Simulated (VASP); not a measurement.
# Al (I4/mmm) in VASP: notebook

Al is run at these levels: PBE; tasks: single point.

Program: VASP 6.6.1. These are calculated values, not measurements. Logs are shortened: lines on timing, memory, paths and dates and some standing lists are left out, and cuts for length are marked.

### 1 The cell of the first run

Symmetry: I4/mmm, No. 139, tetragonal system. Conventional cell: a = 3.278 Å, b = 3.278 Å, c = 3.235 Å, α = 90.00°, β = 90.00°, γ = 90.00°. Al (site symmetry 4/mmm) has 14 Al at 2.83 to 3.28 Å within 3.7 Å.

### 2 Single point, PBE (the cell strained)

Input file INCAR:

```
ALGO = Fast
EDIFF = 1E-6
ENCUT = 520
GGA = PE
ISIF = 2
ISMEAR = 0
LASPH = T
LCHARG = F
LREAL = F
LWAVE = F
NBANDS = 10
NELM = 80
PREC = Accurate
SIGMA = 0.15
```

Input file KPOINTS:

```
k-points
0
Gamma
  20 20 12
```

Input file POSCAR:

```
Al
1.0
   -1.6390231263      1.6390231263      1.6175102401
    1.6390231263     -1.6390231263      1.6175102401
    3.2780462525      3.2780462525      0.0000000000
Al
2
Direct
    0.0000000000      0.0000000000      0.0000000000
    0.5000000000      0.5000000000      0.5000000000
```

Potentials or basis: VASP PAW PBE potentials, release 64 (Al).

The run is started by

```bash
$ cat potpaw_PBE.64/Al/POTCAR > POTCAR
$ mpirun -np 1 vasp_std > vasp.out
```

OUTCAR:

```text
EDIFF = 1E-6
   ENCUT = 520
   GGA = PE
   ISIF = 2
   ISMEAR = 0
   LASPH = T
   LREAL = F
   NELM = 80
   PREC = Accurate

 ion  position               nearest neighbor table
   1  0.000  0.000  0.000-   2 2.83   2 2.83   2 2.83   2 2.83   2 3.28   2 3.28   2 3.28   2 3.28

   2  0.500  0.500  0.500-   1 2.83   1 2.83   1 2.83   1 2.83   1 3.28   1 3.28   1 3.28   1 3.28

  LATTYP: Found a base centered orthorhombic cell.
 ALAT       =     3.2350204802
 B/A-ratio  =     1.4330226028
 C/A-ratio  =     1.4330226027

  Lattice vectors:

 A1 = (  -1.6390231263,   1.6390231263,   1.6175102401)
 A2 = (   1.6390231263,  -1.6390231263,   1.6175102401)
 A3 = (   3.2780462525,   3.2780462525,   0.0000000000)

Analysis of symmetry for initial positions (statically):
=====================================================================
 Subroutine PRICEL returns following result:

  LATTYP: Found a body centered tetragonal cell.
 ALAT       =     3.2780462526
 C/A-ratio  =     0.9868745683

  Lattice vectors:

 A1 = (   1.6390231263,  -1.6390231263,  -1.6175102401)
 A2 = (  -1.6390231263,   1.6390231263,  -1.6175102401)
 A3 = (   1.6390231262,   1.6390231262,   1.6175102401)

   2 primitive cells build up your supercell.

 Routine SETGRP: Setting up the symmetry group for a
 base centered orthorhombic supercell.

 Subroutine GETGRP returns: Found  8 space group operations
 (whereof  8 operations were pure point group operations)
 out of a pool of  8 trial point group operations.

The static configuration has the point symmetry D_2h.

Analysis of symmetry for dynamics (positions and initial velocities):
=====================================================================
 Subroutine PRICEL returns following result:

  LATTYP: Found a body centered tetragonal cell.
 ALAT       =     3.2780462526
 C/A-ratio  =     0.9868745683

  Lattice vectors:

 A1 = (   1.6390231263,  -1.6390231263,  -1.6175102401)
 A2 = (  -1.6390231263,   1.6390231263,  -1.6175102401)
 A3 = (   1.6390231262,   1.6390231262,   1.6175102401)

   2 primitive cells build up your supercell.

 Routine SETGRP: Setting up the symmetry group for a
 base centered orthorhombic supercell.

 Subroutine GETGRP returns: Found  8 space group operations
 (whereof  8 operations were pure point group operations)
 out of a pool of  8 trial point group operations.

The dynamic configuration has the point symmetry D_2h.
[... 102 lines left out ...]
   NFREE  =      0    steps in history (QN), initial steepest desc. (CG)
   ISIF   =      2    stress and relaxation
   ISYM   =      2    0-nonsym 1-usesym 2-fastsym
   POTIM  = 0.5000    time-step for ionic-motion
   TEBEG  =    0.0;   TEEND  =   0.0 temperature during run
   PSTRESS=    0.0 pullay stress
   NELECT =       6.0000    total number of electrons
   NUPDOWN=      -1.0000    fix difference up-down
   EMIN   =  10.00;   EMAX   =-10.00  energy-range for DOS
   EFERMI =   0.00;   METHOD = LEGACY
   ISMEAR =     0;   SIGMA  =   0.15  broadening in eV -4-tet -1-fermi 0-gaus
   EFERMI_NEDOS =   21; number of points for ismear=-14 and -15
   IALGO  =     68    algorithm
   IMIX   =      4    mixing-type and parameters
     AMIX     =   0.40;   BMIX     =  1.00
     AMIX_MAG =   1.60;   BMIX_MAG =  1.00
  volume/ion in A,a.u.               =      17.38       117.29
  Fermi-wavevector in a.u.,A,eV,Ry     =   0.911499  1.722483 11.304134  0.830830
  Thomas-Fermi vector in A             =   2.035785
   LORBIT       =      0    0 simple, 1 ext, 2 COOP (PROOUT), +10 PAW based schemes
   GGA     = PE    functional components
   LHFCALC =     F    Hartree Fock is set to
   AEXX    =    0.0000 exact exchange contribution
   IVDW    =     0    specifies the selected vdW correction
   LEPSILON=     F    determine dielectric tensor
   LRPA    =     F    only Hartree local field effects (RPA)
 non-spin polarized calculation
 RMM-DIIS sequential band-by-band and
 Gauss-broadening in eV      SIGMA  =   0.15
  energy-cutoff  :      520.00
  volume of cell :       34.76
 maximum number of plane-waves:       954
 NGX is ok and might be reduce to    24
   NGX = 11   NGY = 11   NGZ = 17

 number of electron       6.0000000 magnetization

 Free energy of the ion-electron system (eV)
  ---------------------------------------------------
  ext. energy  EPLUGINS =         0.00000000
  ---------------------------------------------------
  free energy    TOTEN  =        -7.30031463 eV

  energy without entropy =       -7.29051014  energy(sigma->0) =       -7.29541238

 E-fermi :   7.4521     XC(G=0): -10.0141

 val. band max:        7.4487562886   @ k =   0.3500   0.2500   0.0833
 cond. band min:       7.4644350863   @ k =  -0.4000   0.1000   0.0833
 fundamental gap:      0.0156787977
 Fermi energy:         7.4521303972

 k-point     1 :       0.0000    0.0000    0.0000
  band No.  band energies     occupation
      1      -3.3069      2.00000
      2       3.3028      2.00000
      3       3.5835      2.00000
      4      15.4045      0.00000
      5      15.7987      0.00000
      6      17.2934      0.00000
      7      18.5580      0.00000
      8      20.2276      0.00000
      9      20.5266      0.00000
     10      20.5269      0.00000
[... 287 lines left out ...]
 k-point    24 :      -0.3500    0.0500    0.0000
  band No.  band energies     occupation
      1      -0.9482      2.00000
      2       5.5164      2.00000
      3       5.5640      2.00000
      4       6.2106      2.00000
      5      12.0628      0.00000
      6      12.4052      0.00000
      7      14.6056      0.00000
      8      15.9774      0.00000
      9      21.0538      0.00000
     10      21.2175      0.00000

 [... further k-points ...]

------------------------ aborting loop because EDIFF is reached ----------------------------------------

  FORCE on cell =-STRESS in cart. coord.  units (eV):
  Direction    XX          YY          ZZ          XY          YZ          ZX
  --------------------------------------------------------------------------------------
  -------------------------------------------------------------------------------------
  Total       -0.3499268     -0.3499268     -0.4380857     -0.0030877      0.0000000      0.0000000
  in kB      -16.1280013    -16.1280013    -20.1912180     -0.1423092      0.0000000      0.0000000
  external PRESSURE =     -17.4824069 kB  Pullay stress =       0.0000000 kB

 VOLUME and BASIS-vectors are now :
 -----------------------------------------------------------------------------
  energy-cutoff  :      520.00
  volume of cell :       34.76
      direct lattice vectors                 reciprocal lattice vectors
    -1.639023126  1.639023126  1.617510240    -0.152529880  0.152529880  0.309117054
     1.639023126 -1.639023126  1.617510240     0.152529880 -0.152529880  0.309117054
     3.278046252  3.278046252  0.000000000     0.152529880  0.152529880  0.000000000

 POSITION                                       TOTAL-FORCE (eV/Angst)
 -----------------------------------------------------------------------------------
      0.00000      0.00000      0.00000        -0.000000      0.000000     -0.000000
      1.63902      1.63902      1.61751         0.000000     -0.000000      0.000000
 -----------------------------------------------------------------------------------
    total drift:                               -0.000000      0.000000      0.000000

  FREE ENERGIE OF THE ION-ELECTRON SYSTEM (eV)
  ---------------------------------------------------
  free  energy   TOTEN  =        -7.3003146257 eV

  energy  without entropy=       -7.2905101428  energy(sigma->0) =       -7.29541238
```

OSZICAR:

```text
N       E                     dE             d eps       ncg     rms          rms(c)
DAV:   1    -0.356316572654E+00   -0.35632E+00   -0.21218E+03 15620   0.436E+02
DAV:   2    -0.718284605278E+01   -0.68265E+01   -0.65144E+01 20286   0.533E+01
DAV:   3    -0.734580602657E+01   -0.16296E+00   -0.16157E+00 20142   0.654E+00
DAV:   4    -0.734657879966E+01   -0.77277E-03   -0.77265E-03 18816   0.510E-01
DAV:   5    -0.734658541992E+01   -0.66203E-05   -0.66208E-05 18656   0.457E-02    0.165E+00
RMM:   6    -0.731928732478E+01    0.27298E-01   -0.32154E-03 15746   0.330E-01    0.959E-01
RMM:   7    -0.730034296378E+01    0.18944E-01   -0.92756E-03 16306   0.541E-01    0.142E-01
RMM:   8    -0.730030978737E+01    0.33176E-04   -0.31430E-04 16960   0.120E-01    0.181E-02
RMM:   9    -0.730031401764E+01   -0.42303E-05   -0.46836E-05 17725   0.468E-02    0.184E-02
RMM:  10    -0.730031462567E+01   -0.60803E-06   -0.75721E-06 17860   0.193E-02
   1 F= -.73003146E+01 E0= -.72954124E+01  d E =-.980448E-02
```

It took 82 s on 1 thread of Intel Xeon Platinum 8488C (Sapphire Rapids), shared host; peak memory 0.32 GiB.

Results:

```yaml
Free_energy: -7.3003 eV
Pressure: -1.7 GPa
Band_gap_on_the_k_mesh: zero (bands 3 and 4 overlap by 8.55 eV)
```

Levels at points of the mesh, in eV from the Fermi level:
| k point | band 1 | band 2 | band 3 | band 4 | band 5 | band 6 | band 7 | band 8 |
| --- | --- | --- | --- | --- | --- | --- | --- | --- |
| (0.00, 0.00, 0.00) | -10.76 | -4.15 | -3.87 | 7.95 | 8.35 | 9.84 | 11.11 | 12.78 |
| (0.50, 0.00, 0.00) | -5.59 | -5.59 | 0.75 | 0.75 | 1.20 | 1.20 | 7.30 | 7.30 |
| (0.50, 0.50, 0.00) | -4.15 | -3.87 | 1.68 | 1.68 | 2.04 | 3.01 | 3.13 | 5.02 |
| (0.00, 0.00, 0.50) | -9.05 | -9.05 | 4.05 | 4.05 | 9.33 | 9.33 | 9.94 | 9.94 |
| (0.50, 0.00, 0.50) | -4.09 | -4.09 | -3.75 | -3.75 | 7.71 | 7.71 | 8.08 | 8.08 |
| (0.50, 0.50, 0.50) | -2.55 | -2.55 | -2.20 | -2.20 | 3.55 | 3.55 | 5.61 | 5.61 |

Caveat: the cell differs from its parent crystal (the cell strained).

### 3 Single point, PBE (the cell strained)

Input file INCAR:

```
PREC = Accurate
ENCUT = 520
EDIFF = 1E-7
ISMEAR = 0
SIGMA = 0.15
LREAL = F
LASPH = T
NELM = 60
ALGO = Fast
ISIF = 2
LWAVE = F
LCHARG = F
GGA = PE
NBANDS = 10
```

Input file KPOINTS:

```
regular mesh
0
Gamma
  20 20 12
```

Input file POSCAR:

```
Al
1.0
   -1.5743227167      1.5743227167      1.6175102401
    1.5743227167     -1.5743227167      1.6175102401
    3.1486454333      3.1486454333      0.0000000000
Al
2
Direct
    0.0000000000      0.0000000000      0.0000000000
    0.5000000000      0.5000000000      0.5000000000
```

Potentials or basis: VASP PAW PBE potentials, release 64 (Al).

The run is started by

```bash
$ cat potpaw_PBE.64/Al/POTCAR > POTCAR
$ mpirun -np 1 vasp_std > vasp.out
```

Run time: 2.2 min. Hardware: 1 thread of Intel Xeon Platinum 8488C (Sapphire Rapids), shared host; peak memory 0.3 GiB.

Results (log left out):

```
Free energy            : -7.2864 eV
Pressure               : 4.1 GPa
Band gap on the k mesh : zero (bands 3 and 4 overlap by 9.38 eV)
```

Stress tensor (GPa, compression positive):
```
 3.63 -0.14  0.00
-0.14  3.63  0.00
 0.00  0.00  5.08
```

Levels at points of the mesh, in eV from the Fermi level:
| k point | band 1 | band 2 | band 3 | band 4 | band 5 | band 6 | band 7 |
| --- | --- | --- | --- | --- | --- | --- | --- |
| (0.00, 0.00, 0.00) | -11.33 | -4.33 | -3.72 | 7.97 | 8.05 | 9.74 | 11.48 |
| (0.50, 0.00, 0.00) | -6.03 | -6.03 | 0.67 | 0.67 | 1.50 | 1.50 | 7.96 |
| (0.50, 0.50, 0.00) | -4.33 | -3.72 | 1.42 | 2.18 | 2.18 | 2.74 | 3.10 |
| (0.00, 0.00, 0.50) | -9.48 | -9.48 | 4.66 | 4.66 | 9.51 | 9.51 | 9.71 |
| (0.50, 0.00, 0.50) | -4.47 | -4.47 | -3.97 | -3.97 | 8.54 | 8.54 | 8.57 |
| (0.50, 0.50, 0.50) | -2.61 | -2.61 | -1.94 | -1.94 | 3.05 | 3.05 | 5.26 |

Caveat: the cell differs from its parent crystal (the cell strained); the cell stands under pressure.

### 4 Single point, PBE (the cell strained)

Input file INCAR:

```
SYSTEM = Al
PREC = Accurate
ENCUT = 520
EDIFF = 1E-6
ISMEAR = 0
SIGMA = 0.15
LREAL = .FALSE.
LASPH = .TRUE.
NELM = 100
ALGO = Fast
ISIF = 2
LWAVE = .FALSE.
LCHARG = .FALSE.
GGA = PE
NBANDS = 10
```

Input file KPOINTS:

```
Automatic mesh
0
G
  20 20 12
  0 0 0
```

Input file POSCAR:

```
Al
1.0
   -1.5959973539      1.5959973539      1.6175102401
    1.5959973539     -1.5959973539      1.6175102401
    3.1919947077      3.1919947077      0.0000000000
Al
2
Direct
    0.0000000000      0.0000000000      0.0000000000
    0.5000000000      0.5000000000      0.5000000000
```

The run is started by

```bash
$ cat potpaw_PBE.64/Al/POTCAR > POTCAR
$ mpirun -np 1 vasp_std > vasp.out
```

Run time: 2.1 min. Hardware: 1 thread of Intel Xeon Platinum 8488C (Sapphire Rapids), shared host; peak memory 0.31 GiB.

It converged, with:

* Free energy: -7.3008 eV
* Pressure: 1.9 GPa
* Band gap on the k mesh: zero (bands 3 and 4 overlap by 9.14 eV)

Stress tensor (GPa, compression positive):
```
 1.61 -0.22  0.00
-0.22  1.61  0.00
 0.00  0.00  2.44
```

Levels at points of the mesh, in eV from the Fermi level:
```csv
k point,band 1,band 2,band 3,band 4,band 5,band 6,band 7,band 8
"(0.00, 0.00, 0.00)",-11.13,-4.27,-3.77,8.01,8.10,9.78,11.35,13.18
"(0.50, 0.00, 0.00)",-5.87,-5.87,0.70,0.70,1.40,1.40,7.72,7.72
"(0.50, 0.50, 0.00)",-4.27,-3.77,1.63,2.00,2.00,2.91,3.07,5.63
"(0.00, 0.00, 0.50)",-9.33,-9.33,4.45,4.45,9.45,9.45,9.79,9.79
"(0.50, 0.00, 0.50)",-4.34,-4.34,-3.89,-3.89,8.27,8.27,8.38,8.38
"(0.50, 0.50, 0.50)",-2.59,-2.59,-2.03,-2.03,3.23,3.23,5.38,5.38
```

Caveat: the cell differs from its parent crystal (the cell strained).

### 5 Summary

| cell | further INCAR settings | gap on the mesh (eV) | pressure (GPa) |
| --- | --- | --- | --- |
| a = 2.827, b = 2.827, c = 4.636 Å, angles 90.0, 90.0, 110.2°, 2 atoms | ALGO = Fast; EDIFF = 1e-06; NBANDS = 10 | none | -1.7 |
| a = 2.752, b = 2.752, c = 4.453 Å, angles 90.0, 90.0, 108.0°, 2 atoms | ALGO = Fast; EDIFF = 1e-07; NBANDS = 10 | none | 4.1 |
| a = 2.777, b = 2.777, c = 4.514 Å, angles 90.0, 90.0, 108.7°, 2 atoms | ALGO = Fast; EDIFF = 1e-06; NBANDS = 10 | none | 1.9 |

Alike in all rows: task single point; level PBE; potentials or basis VASP PAW PBE potentials, release 64 (Al); no spin polarisation; k mesh 20 × 20 × 12; cutoff (eV) 520; smearing gaussian 0.15 eV.

Caveats: the cell stands under pressure (at least some runs).

Absolute energies hang on the potentials; compare differences alone.
